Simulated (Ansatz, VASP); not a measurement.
# CsH: VASP beside Ansatz

File INCAR:

```
SYSTEM = CsH
  ALGO = Normal
  EDIFF = 1E-6
  EDIFFG = -0.005
  ENCUT = 600
  IBRION = 2
  ISIF = 3
  ISMEAR = 0
  LASPH = .TRUE.
  LCHARG = .FALSE.
  LREAL = .FALSE.
  LWAVE = .FALSE.
  NELM = 80
  NSW = 100
  PREC = Accurate
  SIGMA = 0.02
```

File KPOINTS:

```
k-points
0
G
  8 8 8
  0 0 0
```

File POSCAR:

```
CsH
1.0
    3.8184085400      0.0000000000      0.0000000000
    0.0000000000      3.8184085400      0.0000000000
    0.0000000000      0.0000000000      3.8184085400
Cs H
1 1
Direct
    0.0000000000      0.0000000000      0.0000000000
    0.5000000000      0.5000000000      0.5000000000
```

Input for Ansatz:

```yaml
crystal:
  lattice:
    - [3.81840854, 0.0, 0.0]
    - [0.0, 3.81840854, 0.0]
    - [0.0, 0.0, 3.81840854]
  atoms:
    - { symbol: Cs, position: [0.0, 0.0, 0.0] }
    - { symbol: H, position: [0.5, 0.5, 0.5] }
basis:
  ecutwfc: 420
kpoints:
  mp_grid: { grid: [8, 8, 8] }
hamiltonian:
  xc: lda
scf:
  occupations: { method: gaussian, width: 0.02 }
output:
  forces: true
  stress: true
  eigenvalues: true
relax:
  adjacent_minimum: "off"
  f_tol: 0.005
  max_steps: 80
  cell: { stress_tol: 0.05 }
```

Alike in both runs: task relaxation of cell and atoms; functional LDA; k mesh 8 × 8 × 8; occupations gaussian, width 0.02 eV; no spin polarisation.

|  | VASP | Ansatz |
| --- | --- | --- |
| version | VASP 6.6.1 | Ansatz 0.2.0 |
| potentials or method | VASP PAW LDA potentials, release 64 (Cs_sv, H), cutoff 600 eV | scalar-relativistic, plane waves, PAW |
| valence electrons in the cell | 10 | 10 |

|  | VASP | Ansatz | Ansatz less VASP |
| --- | --- | --- | --- |
| gap on the k mesh at the Fermi level, each at its own relaxed structure (eV) | 2.36 | 2.42 | +0.060 |
| relaxed volume (Å³/atom) | 24.32 | 24.09 | -0.233 |
| relaxed length of the cell vector where the two differ most in proportion (Å) | 3.650 | 3.639 | -0.0117 |

LDA's correlation is that of Perdew and Zunger in VASP and of Perdew and Wang (1992) in Ansatz.

Spin-orbit coupling is off throughout.
